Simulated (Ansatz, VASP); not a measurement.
# Zr3SiO in VASP and in Ansatz

```
CELL_PARAMETERS angstrom
4.92448 0.00000 0.00000
0.00000 4.92448 0.00000
0.00000 0.00000 4.92448
ATOMIC_POSITIONS crystal
Zr 0.00000 0.50000 0.50000
Zr 0.50000 0.00000 0.50000
Zr 0.50000 0.50000 0.00000
Si 0.50000 0.50000 0.50000
O 0.00000 0.00000 0.00000
```

Change from the starting cell: species swapped into the YBRh3 type (Pm-3m, No. 221).

Alike in both runs: functional PBE; k mesh 4 × 4 × 4; occupations gaussian, width 0.1 eV; no spin polarisation.

Ansatz relaxed the structure, and its values are those at the end. VASP's run is a single point on that final structure, the one shown.

|  | VASP | Ansatz |
| --- | --- | --- |
| version | VASP 6.6.1 | Ansatz 0.2.0 |
| potentials or method | VASP PAW PBE potentials, release 64 (Zr_sv, Si, O), cutoff 520 eV | scalar-relativistic, plane waves, PAW |
| valence electrons in the cell | 46 | 46 |

|  | VASP | Ansatz | Ansatz less VASP |
| --- | --- | --- | --- |
| gap on the k mesh at the Fermi level (eV) | none | none | - |
| pressure (GPa) | 0.0 | 0.0 | 0.00 |

A gap of «none» marks a metal or a gap that the smearing closes. The functional is the same, so the differences come from potentials, cutoffs and numerics.
